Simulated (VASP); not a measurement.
# B (Fm-3m) in VASP: further runs, part 2 of 2

VASP 6.6.1.

## (4) Single point, PBE (volume scaled by 0.92)

Input file INCAR:

```
SYSTEM = B
ALGO     = Normal         ! electronic algorithm
EDIFF    = 1E-6           ! SCF threshold, eV
ENCUT    = 520            ! plane-wave cutoff, eV
GGA      = PE             ! functional
ISIF     = 2              ! what is computed and relaxed
ISMEAR   = -1             ! smearing method
LASPH    = .TRUE.         ! aspherical terms in the spheres
LCHARG   = .FALSE.        ! write CHGCAR
LREAL    = .FALSE.        ! projectors in reciprocal space
LWAVE    = .FALSE.        ! write WAVECAR
NBANDS   = 8              ! bands
NELM     = 80             ! most SCF steps
PREC     = Accurate       ! precision mode
SIGMA    = 0.05           ! smearing width, eV
```

Input file KPOINTS:

```
k-points
0
G
  24 24 24
  0 0 0
```

Input file POSCAR:

```
B
1.0
    0.0000000000      1.3937838554      1.3937838554
    1.3937838554      0.0000000000      1.3937838554
    1.3937838554      1.3937838554      0.0000000000
B
1
Direct
    0.0000000000      0.0000000000      0.0000000000
```

Potentials or basis: VASP PAW PBE potentials, release 64 (B).

Launch:

```console
> cat potpaw_PBE.64/B/POTCAR > POTCAR
> mpirun -np 1 vasp_std > vasp.out
```

OUTCAR:

```text
SYSTEM = B
   EDIFF = 1E-6
   ENCUT = 520
   GGA = PE
   ISIF = 2
   ISMEAR = -1
   LASPH = .TRUE.
   LREAL = .FALSE.
   NELM = 80
   PREC = Accurate

 ion  position               nearest neighbor table
   1  0.000  0.000  0.000-

  LATTYP: Found a face centered cubic cell.
 ALAT       =     2.7875677108

  Lattice vectors:

 A1 = (   0.0000000000,   1.3937838554,   1.3937838554)
 A2 = (   1.3937838554,   0.0000000000,   1.3937838554)
 A3 = (   1.3937838554,   1.3937838554,   0.0000000000)

Analysis of symmetry for initial positions (statically):
=====================================================================
 Subroutine PRICEL returns:
 Original cell was already a primitive cell.

 Routine SETGRP: Setting up the symmetry group for a
 face centered cubic supercell.

 Subroutine GETGRP returns: Found 48 space group operations
 (whereof 48 operations were pure point group operations)
 out of a pool of 48 trial point group operations.

The static configuration has the point symmetry O_h .

Analysis of symmetry for dynamics (positions and initial velocities):
=====================================================================
 Subroutine PRICEL returns:
 Original cell was already a primitive cell.

 Routine SETGRP: Setting up the symmetry group for a
 face centered cubic supercell.

 Subroutine GETGRP returns: Found 48 space group operations
 (whereof 48 operations were pure point group operations)
 out of a pool of 48 trial point group operations.

The dynamic configuration has the point symmetry O_h .

 Subroutine INISYM returns: Found 48 space group operations
 (whereof 48 operations are pure point group operations),
 and found     1 'primitive' translations

----------------------------------------------------------------------------------------

                                     Primitive cell

  volume of cell :       5.4152

  direct lattice vectors                    reciprocal lattice vectors
[... 95 lines left out ...]
   PSTRESS=    0.0 pullay stress
   NELECT =       3.0000    total number of electrons
   NUPDOWN=      -1.0000    fix difference up-down
   EMIN   =  10.00;   EMAX   =-10.00  energy-range for DOS
   EFERMI =   0.00;   METHOD = LEGACY
   ISMEAR =    -1;   SIGMA  =   0.05  broadening in eV -4-tet -1-fermi 0-gaus
   EFERMI_NEDOS =   21; number of points for ismear=-14 and -15
   IALGO  =     38    algorithm
   IMIX   =      4    mixing-type and parameters
     AMIX     =   0.40;   BMIX     =  1.00
     AMIX_MAG =   1.60;   BMIX_MAG =  1.00
  volume/ion in A,a.u.               =       5.42        36.54
  Fermi-wavevector in a.u.,A,eV,Ry     =   1.344549  2.540828 24.596759  1.807811
  Thomas-Fermi vector in A             =   2.472533
   LORBIT       =      0    0 simple, 1 ext, 2 COOP (PROOUT), +10 PAW based schemes
   GGA     = PE    functional components
[... 5 lines left out ...]
 non-spin polarized calculation
  energy-cutoff  :      520.00
  volume of cell :        5.42
 maximum number of plane-waves:       156
   NGX =  7   NGY =  7   NGZ =  7

 number of electron       3.0000000 magnetization

 Free energy of the ion-electron system (eV)
  ---------------------------------------------------
  ext. energy  EPLUGINS =         0.00000000
  ---------------------------------------------------
  free energy    TOTEN  =        -5.31321898 eV

  energy without entropy =       -5.31146280  energy(sigma->0) =       -5.31234089

 E-fermi :  11.6361     XC(G=0): -13.3764

 val. band max:       11.6305614768   @ k =   0.5000   0.2500   0.1250
 cond. band min:      11.6439948620   @ k =  -0.2917   0.5000   0.2083
 fundamental gap:      0.0134333853
 Fermi energy:        11.6360795739

 k-point     1 :       0.0000    0.0000    0.0000
  band No.  band energies     occupation
      1      -8.5875      2.00000
      2      28.8778      0.00000
      3      28.8778      0.00000
      4      28.8778      0.00000
      5      45.6944      0.00000
      6      45.6944      0.00000
      7      45.6944      0.00000
      8      49.5209      0.00000
[... 243 lines left out ...]
 k-point    24 :       0.4583    0.0417    0.0000
  band No.  band energies     occupation
      1      -0.0419      2.00000
      2       7.2071      2.00000
      3      25.3401      0.00000
      4      25.6824      0.00000
      5      40.5756      0.00000
      6      43.0424      0.00000
      7      46.9683      0.00000
      8      47.9392      0.00000

 [... further k-points ...]
[... 5 lines left out ...]
  --------------------------------------------------------------------------------------
  -------------------------------------------------------------------------------------
  Total        0.8964359      0.8964359      0.8964359     -0.0000000      0.0000000     -0.0000000
  in kB      265.2244358    265.2244358    265.2244358     -0.0000000      0.0000000     -0.0000000
  external PRESSURE =     265.2244358 kB  Pullay stress =       0.0000000 kB

 VOLUME and BASIS-vectors are now :
 -----------------------------------------------------------------------------
  energy-cutoff  :      520.00
  volume of cell :        5.42
      direct lattice vectors                 reciprocal lattice vectors
     0.000000000  1.393783855  1.393783855    -0.358735681  0.358735681  0.358735681
     1.393783855  0.000000000  1.393783855     0.358735681 -0.358735681  0.358735681
     1.393783855  1.393783855  0.000000000     0.358735681  0.358735681 -0.358735681

 POSITION                                       TOTAL-FORCE (eV/Angst)
 -----------------------------------------------------------------------------------
      0.00000      0.00000      0.00000         0.000000      0.000000     -0.000000
 -----------------------------------------------------------------------------------
    total drift:                                0.000000     -0.000000      0.000000

  FREE ENERGIE OF THE ION-ELECTRON SYSTEM (eV)
  ---------------------------------------------------
  free  energy   TOTEN  =        -5.3132189796 eV

  energy  without entropy=       -5.3114627968  energy(sigma->0) =       -5.31234089
```

Wall time 26 s (1 thread of AMD EPYC 7R13, shared host); peak memory 0.09 GiB.

Results:

- Free energy: -5.3132 eV
- Pressure: 26.5 GPa

Caveat: the cell differs from its parent crystal (volume scaled by 0.92).

## (5) Single point, PBE (volume scaled by 0.92)

Input file INCAR:

```
PREC = Accurate
ENCUT = 520
EDIFF = 1E-6
ISMEAR = -1
SIGMA = 0.05
LREAL = False
LASPH = True
NELM = 100
ALGO = Normal
ISIF = 2
LWAVE = False
LCHARG = True
GGA = PE
LELF = True
LVHAR = True
NBANDS = 8
```

Input file KPOINTS:

```
Automatic mesh
0
Gamma
  24 24 24
```

POSCAR is that of step 4.

Launch:

```console
> cat potpaw_PBE.64/B/POTCAR > POTCAR
> mpirun -np 1 vasp_std > vasp.out
```

Wall time 31 s (1 thread of AMD EPYC 7R13, shared host); peak memory 0.09 GiB.

It converged, with:

- Free energy: -5.3132 eV
- Pressure: 26.5 GPa

Levels at points of the mesh, in eV from the Fermi level:
| k point | band 1 | band 2 | band 3 | band 4 |
| --- | --- | --- | --- | --- |
| (0.00, 0.00, 0.00) | -20.22 | 17.24 | 17.24 | 17.24 |
| (0.50, 0.00, 0.00) | -10.78 | -5.73 | 14.04 | 14.04 |
| (0.50, 0.50, 0.00) | -7.78 | -0.10 | 6.51 | 6.51 |

Caveat: the cell differs from its parent crystal (volume scaled by 0.92).

## (6) Single point, PBE

This run uses another cell than the first one, of 3.06 Å³/atom, 0.684 times its volume.

Input file INCAR:

```
PREC     = Accurate       # precision mode
ENCUT    = 520            # plane-wave cutoff, eV
EDIFF    = 1E-6           # SCF threshold, eV
ISMEAR   = -1             # smearing method
SIGMA    = 0.05           # smearing width, eV
LREAL    = F              # projectors in reciprocal space
LASPH    = T              # aspherical terms in the spheres
NELM     = 80             # most SCF steps
ALGO     = Normal         # electronic algorithm
ISIF     = 2              # what is computed and relaxed
LWAVE    = F              # write WAVECAR
LCHARG   = F              # write CHGCAR
GGA      = PE             # functional
NBANDS   = 8              # bands
```

Input file KPOINTS:

```
Automatic mesh
0
Gamma
  30 30 30
```

Input file POSCAR:

```
B
1.0
    0.0000000000      1.1523929739      1.1523929739
    1.1523929739      0.0000000000      1.1523929739
    1.1523929739      1.1523929739      0.0000000000
B
1
Direct
    0.0000000000      0.0000000000      0.0000000000
```

Potentials or basis: VASP PAW PBE potentials, release 64 (B).

Launch:

```console
> cat potpaw_PBE.64/B/POTCAR > POTCAR
> mpirun -np 1 vasp_std > vasp.out
```

Run time: 24 s. Hardware: 1 thread of AMD EPYC 7R13, shared host; peak memory 0.09 GiB.

Results (log left out):

```yaml
Free_energy: -2.3021 eV
Pressure: 567.6 GPa
```

Levels at points of the mesh, in eV from the Fermi level:
| k point | band 1 | band 2 | band 3 | band 4 | band 5 |
| --- | --- | --- | --- | --- | --- |
| (0.00, 0.00, 0.00) | -28.03 | 28.47 | 28.47 | 28.47 | 48.02 |
| (0.50, 0.00, 0.00) | -17.10 | -5.68 | 23.07 | 23.07 | 42.58 |
| (0.50, 0.50, 0.00) | -12.26 | 1.13 | 10.31 | 10.31 | 21.69 |

## (7) Overview

```tsv
cell	k mesh	gap on the mesh (eV)	pressure (GPa)
a = 1.849 Å, angles 60.0°, 1 atom	24 × 24 × 24	none	123.4
a = 1.912 Å, angles 60.0°, 1 atom	24 × 24 × 24	none	65.4
a = 1.971 Å, angles 60.0°, 1 atom	24 × 24 × 24	none	26.5
a = 1.630 Å, angles 60.0°, 1 atom	30 × 30 × 30	none	567.6
```

Alike in all rows: task single point; level PBE; potentials or basis VASP PAW PBE potentials, release 64 (B); no spin polarisation; cutoff (eV) 520; smearing fermi-dirac 0.05 eV.

Total energies depend on the potentials used, so only differences within one code and one set of settings carry meaning.
